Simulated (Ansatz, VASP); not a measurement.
BP: VASP beside Ansatz

The input INCAR:

```
SYSTEM = BP
PREC = Accurate ; ENCUT = 520
EDIFF = 1E-6 ; ISMEAR = 0
SIGMA = 0.012 ; LREAL = .False.
LASPH = .True. ; NELM = 80
ALGO = Normal ; ISIF = 2
LWAVE = .False. ; LCHARG = .False.
GGA = PE ; NBANDS = 11
```

Contents of KPOINTS:

```
Automatic mesh
0
Gamma
  10 10 10
  0 0 0
```

The input POSCAR:

```
BP
1.0
    0.0000000000      2.2690000000      2.2690000000
    2.2690000000      0.0000000000      2.2690000000
    2.2690000000      2.2690000000      0.0000000000
P B
1 1
Direct
    0.7500000000      0.7500000000      0.7500000000
    0.0000000000      0.0000000000      0.0000000000
```

File input.yaml:

```yaml
crystal:
  lattice:
    - [0.0, 2.269, 2.269]
    - [2.269, 0.0, 2.269]
    - [2.269, 2.269, 0.0]
  atoms:
    - { symbol: P, position: [0.75, 0.75, 0.75] }
    - { symbol: B, position: [0.0, 0.0, 0.0] }
kpoints:
  mp_grid: { grid: [10, 10, 10] }
scf:
  occupations: { method: gaussian, width: 0.012 }
hamiltonian:
  xc: pbe
  pseudopotentials: { kind: all_electron, lapw: { basis_error: 0.001 } }
output:
  forces: true
  stress: true
  eigenvalues: true
```

Alike in both runs: task single point; functional PBE; k mesh 10 × 10 × 10; occupations gaussian, width 0.012 eV; no spin polarisation.

```csv
,VASP,Ansatz
version,VASP 6.6.1,Ansatz 0.2.0
potentials or method,"VASP PAW PBE potentials, release 64 (P, B), cutoff 520 eV","all-electron LAPW, scalar-relativistic"
```

```csv
,VASP,Ansatz,Ansatz less VASP
gap on the k mesh at the Fermi level (eV),1.24,1.25,+0.007
least direct gap on the mesh (eV),3.40,3.41,+0.006
pressure (GPa),0.9,1.1,+0.20
```

Ansatz ran all-electron here, and VASP with PAW potentials.
